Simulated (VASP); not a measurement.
# Ga2Cl3 (P-3m1) in VASP: relaxation of cell and atoms with PBE

Aim: the relaxation of cell and atoms of Ga2Cl3 with PBE.

All numbers are computed with VASP 6.6.1; they aren't measurements. Logs are shortened: lines on timing, memory, paths and dates and some standing lists are left out, and cuts for length are marked.

**1. The cell of the first run**

It takes space group P-3m1 (No. 164, trigonal). Conventional cell: a = 4.142 Å, b = 4.142 Å, c = 9.184 Å, α = 90.00°, β = 90.00°, γ = 120.00°. Ga (site symmetry 3m) has 6 Cl at 2.69 to 2.93 Å within 3.5 Å. Cl (site symmetry -3m) has 6 Ga at 2.93 Å and 6 Cl at 3.78 Å within 3.9 Å. Cl (site symmetry 3m) has 3 Ga at 2.69 Å within 3.5 Å.

**2. Relaxation of cell and atoms, PBE**

The input, INCAR:

```
PREC = Accurate ; ENCUT = 600
EDIFF = 1E-7 ; ISMEAR = 0
SIGMA = 0.1 ; LREAL = F
LASPH = T ; NELM = 100
ALGO = Normal ; ISIF = 3
LWAVE = F ; LCHARG = F
GGA = PE ; IBRION = 2
NSW = 100 ; EDIFFG = -0.01
```

The input, KPOINTS:

```
regular mesh
0
Gamma
  12 12 4
```

The input, POSCAR:

```
Ga2Cl3
1.0
    4.1423419654      0.0000000000      0.0000000000
   -2.0711709827      3.5873733732      0.0000000000
    0.0000000000      0.0000000000      9.1842860634
Ga Cl
2 3
Direct
    0.3333333333      0.6666666667      0.1847394673
    0.6666666667      0.3333333333      0.8152605327
    0.0000000000      0.0000000000      0.0000000000
    0.3333333333      0.6666666667      0.6818807568
    0.6666666667      0.3333333333      0.3181192432
```

Potentials or basis: VASP PAW PBE potentials, release 64 (Ga_d, Cl).

Launch:

```sh
$ cat potpaw_PBE.64/Ga_d/POTCAR potpaw_PBE.64/Cl/POTCAR > POTCAR
$ mpirun -np 1 vasp_std > vasp.out
```

OUTCAR:

```text
PREC = Accurate
   ENCUT = 600
   EDIFF = 1E-7
   ISMEAR = 0
   LREAL = F
   LASPH = T
   NELM = 100
   ISIF = 3
   GGA = PE
   IBRION = 2
   NSW = 100
   EDIFFG = -0.01

 ion  position               nearest neighbor table
   1  0.333  0.667  0.185-   5 2.69   5 2.69   5 2.69
   2  0.667  0.333  0.815-   4 2.69   4 2.69   4 2.69
   3  0.000  0.000  0.000-
   4  0.333  0.667  0.682-   2 2.69   2 2.69   2 2.69
   5  0.667  0.333  0.318-   1 2.69   1 2.69   1 2.69

  LATTYP: Found a hexagonal cell.
 ALAT       =     4.1423419654
 C/A-ratio  =     2.2171723484

  Lattice vectors:

 A1 = (   4.1423419654,   0.0000000000,   0.0000000000)
 A2 = (  -2.0711709827,   3.5873733732,   0.0000000000)
 A3 = (   0.0000000000,   0.0000000000,   9.1842860634)

Analysis of symmetry for initial positions (statically):
=====================================================================
 Subroutine PRICEL returns:
 Original cell was already a primitive cell.

 Routine SETGRP: Setting up the symmetry group for a
 hexagonal supercell.

 Subroutine GETGRP returns: Found 12 space group operations
 (whereof 12 operations were pure point group operations)
 out of a pool of 24 trial point group operations.

The static configuration has the point symmetry D_3d.

Analysis of symmetry for dynamics (positions and initial velocities):
=====================================================================
 Subroutine PRICEL returns:
 Original cell was already a primitive cell.

 Routine SETGRP: Setting up the symmetry group for a
 hexagonal supercell.

 Subroutine GETGRP returns: Found 12 space group operations
 (whereof 12 operations were pure point group operations)
 out of a pool of 24 trial point group operations.

The dynamic configuration has the point symmetry D_3d.

 Subroutine INISYM returns: Found 12 space group operations
 (whereof 12 operations are pure point group operations),
 and found     1 'primitive' translations

----------------------------------------------------------------------------------------

                                     Primitive cell

  volume of cell :     136.4797

  direct lattice vectors                    reciprocal lattice vectors
     4.142341965  0.000000000  0.000000000     0.241409330  0.139377742  0.000000000
    -2.071170983  3.587373373  0.000000000     0.000000000  0.278755484  0.000000000
     0.000000000  0.000000000  9.184286063     0.000000000  0.000000000  0.108881626

  length of vectors
     4.142341965  4.142341965  9.184286063     0.278755484  0.278755484  0.108881626

  position of ions in fractional coordinates (direct lattice)
     0.333333333  0.666666667  0.184739467
     0.666666667  0.333333333  0.815260533
     0.000000000  0.000000000  0.000000000
     0.333333333  0.666666667  0.681880757
     0.666666667  0.333333333  0.318119243

  ion indices of the primitive-cell ions
   primitive index   ion index
                 1           1
                 2           2
                 3           3
                 4           4
                 5           5

----------------------------------------------------------------------------------------

 KPOINTS: regular mesh

Automatic generation of k-mesh.
 Grid dimensions read from file:
 generate k-points for:   12   12    4

 Generating k-lattice:

  Cartesian coordinates                     Fractional coordinates (reciprocal lattice)
     0.020117444  0.011614812  0.000000000     0.083333333 -0.000000000  0.000000000
     0.000000000  0.023229624  0.000000000     0.000000000  0.083333333  0.000000000
     0.000000000  0.000000000  0.027220406     0.000000000  0.000000000  0.250000000

  Length of vectors
     0.023229624  0.023229624  0.027220406

  Shift w.r.t. Gamma in fractional coordinates (k-lattice)
     0.000000000  0.000000000  0.000000000

 Subroutine IBZKPT returns following result:
 ===========================================

 Found     69 irreducible k-points:

 Following reciprocal coordinates:
            Coordinates               Weight
  0.000000  0.000000  0.000000      1.000000
  0.083333 -0.000000  0.000000      6.000000
  0.166667  0.000000  0.000000      6.000000
  0.250000  0.000000  0.000000      6.000000
  0.333333  0.000000  0.000000      6.000000
  0.416667  0.000000  0.000000      6.000000
[... 16 lines left out ...]
  0.166667  0.000000  0.250000      6.000000
  0.000000  0.166667  0.250000      6.000000
 [... further k-points ...]
   k-points           NKPTS =     69   k-points in BZ     NKDIM =     69   number of bands    NBANDS=     28
   number of dos      NEDOS =    301   number of ions     NIONS =      5
   total plane-waves  NPLWV = 103680
   dimension x,y,z NGX =    36 NGY =   36 NGZ =   80
   dimension x,y,z NGXF=    72 NGYF=   72 NGZF=  160
   ions per type =               2   3
   NGX,Y,Z   is equivalent  to a cutoff of  14.45, 14.45, 14.48 a.u.
   NGXF,Y,Z  is equivalent  to a cutoff of  28.90, 28.90, 28.96 a.u.
 SYSTEM =  unknown system
   PREC   = accura    normal or accurate (medium, high low for compatibility)
   ISTART =      0    job   : 0-new  1-cont  2-samecut
   ICHARG =      2    charge: 1-file 2-atom 10-const
   ISPIN  =      1    spin polarized calculation?
   LNONCOLLINEAR =      F non collinear calculations
   LSORBIT =      F    spin-orbit coupling
   LASPH  =      T    aspherical Exc in radial PAW
   ENCUT  =  600.0 eV  44.10 Ry    6.64 a.u.   8.27  8.27 18.34*2*pi/ulx,y,z
   NELM   =    100;   NELMIN=  2; NELMDL= -5     # of ELM steps
   EDIFF  = 0.1E-06   stopping-criterion for ELM
   LREAL  =      F    real-space projection
   EDIFFG = -.1E-01   stopping-criterion for IOM
   NSW    =    100    number of steps for IOM
   IBRION =      2    ionic relax: 0-MD 1-quasi-New 2-CG
   NFREE  =      1    steps in history (QN), initial steepest desc. (CG)
   ISIF   =      3    stress and relaxation
   ISYM   =      2    0-nonsym 1-usesym 2-fastsym
   POTIM  = 0.5000    time-step for ionic-motion
   TEBEG  =    0.0;   TEEND  =   0.0 temperature during run
   PSTRESS=    0.0 pullay stress
   NELECT =      47.0000    total number of electrons
   NUPDOWN=      -1.0000    fix difference up-down
   EMIN   =  10.00;   EMAX   =-10.00  energy-range for DOS
   EFERMI =   0.00;   METHOD = LEGACY
   ISMEAR =     0;   SIGMA  =   0.10  broadening in eV -4-tet -1-fermi 0-gaus
   EFERMI_NEDOS =   21; number of points for ismear=-14 and -15
   IALGO  =     38    algorithm
   IMIX   =      4    mixing-type and parameters
     AMIX     =   0.40;   BMIX     =  1.00
     AMIX_MAG =   1.60;   BMIX_MAG =  1.00
  volume/ion in A,a.u.               =      27.30       184.20
  Fermi-wavevector in a.u.,A,eV,Ry     =   1.147497  2.168454 17.915456  1.316749
  Thomas-Fermi vector in A             =   2.284176
   LORBIT       =      0    0 simple, 1 ext, 2 COOP (PROOUT), +10 PAW based schemes
   GGA     = PE    functional components
   LHFCALC =     F    Hartree Fock is set to
   AEXX    =    0.0000 exact exchange contribution
   IVDW    =     0    specifies the selected vdW correction
   LEPSILON=     F    determine dielectric tensor
   LRPA    =     F    only Hartree local field effects (RPA)
 conjugate gradient relaxation of ions
 non-spin polarized calculation
 Gauss-broadening in eV      SIGMA  =   0.10
  energy-cutoff  :      600.00
  volume of cell :      136.48
 maximum number of plane-waves:      4596
 NGX is ok and might be reduce to    36
   NGX = 17   NGY = 17   NGZ = 37

--------------------------------------- Ionic step        1  -------------------------------------------

 number of electron      46.9999990 magnetization

 Free energy of the ion-electron system (eV)
  ---------------------------------------------------
  ext. energy  EPLUGINS =         0.00000000
  ---------------------------------------------------
  free energy    TOTEN  =       -14.62845349 eV

  energy without entropy =      -14.61167589  energy(sigma->0) =      -14.62006469

------------------------ aborting loop because EDIFF is reached ----------------------------------------

  FORCE on cell =-STRESS in cart. coord.  units (eV):
  Direction    XX          YY          ZZ          XY          YZ          ZX
  --------------------------------------------------------------------------------------
  -------------------------------------------------------------------------------------
  Total        0.1037837      0.1037837      0.1113468     -0.0000000      0.0000000      0.0000000
  in kB        1.2183490      1.2183490      1.3071352     -0.0000000      0.0000000      0.0000000
  external PRESSURE =       1.2479444 kB  Pullay stress =       0.0000000 kB
[... 98 lines left out ...]
  FREE ENERGIE OF THE ION-ELECTRON SYSTEM (eV)
  ---------------------------------------------------
  free  energy   TOTEN  =       -14.6288980895 eV

  energy  without entropy=      -14.6120772329  energy(sigma->0) =      -14.62048766

[... ionic steps 4 to 10 ...]

--------------------------------------- Ionic step       11  -------------------------------------------

 number of electron      46.9999997 magnetization

------------------------ aborting loop because EDIFF is reached ----------------------------------------

  FORCE on cell =-STRESS in cart. coord.  units (eV):
  Direction    XX          YY          ZZ          XY          YZ          ZX
  --------------------------------------------------------------------------------------
  -------------------------------------------------------------------------------------
  Total       -0.0395386     -0.0395386      0.0094275     -0.0000000      0.0000000      0.0000000
  in kB       -0.4550800     -0.4550800      0.1085082     -0.0000000      0.0000000      0.0000000
  external PRESSURE =      -0.2672173 kB  Pullay stress =       0.0000000 kB
[... 63 lines left out ...]
  energy  without entropy=      -14.6143063836  energy(sigma->0) =      -14.62246872

--------------------------------------- Ionic step       13  -------------------------------------------

 number of electron      46.9999995 magnetization

 Free energy of the ion-electron system (eV)
  ---------------------------------------------------
  ext. energy  EPLUGINS =         0.00000000
  ---------------------------------------------------
  free energy    TOTEN  =       -14.63075190 eV

  energy without entropy =      -14.61443094  energy(sigma->0) =      -14.62259142

 E-fermi :   1.2937     XC(G=0):  -8.1197

 val. band max:        1.2933148200   @ k =   0.3333   0.0000   0.0000
 cond. band min:       1.3100824705   @ k =   0.2500   0.1667   0.0000
 fundamental gap:      0.0167676505
 Fermi energy:         1.2937385827

 k-point     1 :       0.0000    0.0000    0.0000
  band No.  band energies     occupation
      1     -14.1484      2.00000
      2     -13.7001      2.00000
      3     -13.5847      2.00000
      4     -12.9327      2.00000
      5     -12.9327      2.00000
      6     -12.9276      2.00000
[... 733 lines left out ...]
     27       5.6756      0.00000
     28       5.8597      0.00000

 [... further k-points ...]

------------------------ aborting loop because EDIFF is reached ----------------------------------------

  FORCE on cell =-STRESS in cart. coord.  units (eV):
  Direction    XX          YY          ZZ          XY          YZ          ZX
  --------------------------------------------------------------------------------------
  -------------------------------------------------------------------------------------
  Total       -0.0385388     -0.0385388      0.0383754      0.0000000     -0.0000000     -0.0000000
  in kB       -0.4385236     -0.4385236      0.4366638      0.0000000     -0.0000000     -0.0000000
  external PRESSURE =      -0.1467945 kB  Pullay stress =       0.0000000 kB
[... 20 lines left out ...]
  FREE ENERGIE OF THE ION-ELECTRON SYSTEM (eV)
  ---------------------------------------------------
  free  energy   TOTEN  =       -14.6307518958 eV

  energy  without entropy=      -14.6144309383  energy(sigma->0) =      -14.62259142

 reached required accuracy - stopping structural energy minimisation
```

Run time: 64 min. Hardware: 1 thread of AMD EPYC 7R13, shared host; peak memory 0.48 GiB.

Results:

| Property | Result |
| --- | --- |
| Free energy | -14.6308 eV |
| Relaxed volume | 28.16 Å³/atom |
| Relaxed cell | a = 4.162 Å, b = 4.162 Å, c = 9.387 Å, α = 90.00°, β = 90.00°, γ = 120.00° |
| Space group after relaxing (to 0.1 Å) | P-3m1 (No. 164) |
| Energy gained by relaxing | 0.5 meV/atom |
| Ionic steps | 13 |
| Pressure after relaxing | 0.0 GPa |
| Largest force after relaxing | 0.007 eV/Å |
| Band gap on the k mesh | zero (an odd number of electrons rules out a gap without spin polarisation) |

Forces on the atoms (eV/Å):
```
Ga   0.000  0.000 -0.006
Ga   0.000  0.000  0.006
Cl   0.000  0.000  0.000
Cl   0.000  0.000 -0.007
Cl   0.000  0.000  0.007
```

Stress tensor (GPa, compression positive):
```
-0.04  0.00  0.00
 0.00 -0.04  0.00
 0.00  0.00  0.04
```

The path:
| step | energy change (eV) | largest force (eV/Å) | pressure (GPa) | volume (Å³) |
| --- | --- | --- | --- | --- |
| 1 | 0.0000 | 0.0203 | 0.12 | 136.48 |
| 2 | -0.0003 | 0.0266 | 0.05 | 136.90 |
| 3 | -0.0004 | 0.0322 | -0.01 | 137.26 |
| 4 | -0.0005 | 0.0348 | -0.04 | 137.42 |
| 5 | -0.0007 | 0.0264 | -0.02 | 137.50 |
| 6 | -0.0008 | 0.0164 | 0.01 | 137.64 |
| 7 | -0.0008 | 0.0196 | 0.01 | 137.66 |
| 8 | -0.0009 | 0.0192 | 0.01 | 137.74 |
| 9 | -0.0011 | 0.0182 | 0.00 | 137.95 |
| 10 | -0.0014 | 0.0161 | -0.01 | 138.37 |
| 11 | -0.0019 | 0.0120 | -0.03 | 139.20 |
| 12 | -0.0022 | 0.0040 | -0.06 | 140.88 |
| 13 | -0.0023 | 0.0074 | -0.01 | 140.80 |

Final structure:
```
Ga Cl
1.0
     4.16182    0.00000    0.00000
    -2.08091    3.60424    0.00000
     0.00000    0.00000    9.38682
Ga Cl
2 3
Cartesian
  0.0000 2.4028 1.6966
  2.0809 1.2014 7.6902
  0.0000 0.0000 0.0000
  0.0000 2.4028 6.4857
  2.0809 1.2014 2.9012
```

Caveat: this functional lacks dispersion, which binds the layers, so the pressure and a relaxed spacing across them are unreliable; an odd number of electrons without spin polarisation forces a metal; a magnetic or distorted state may lie lower.
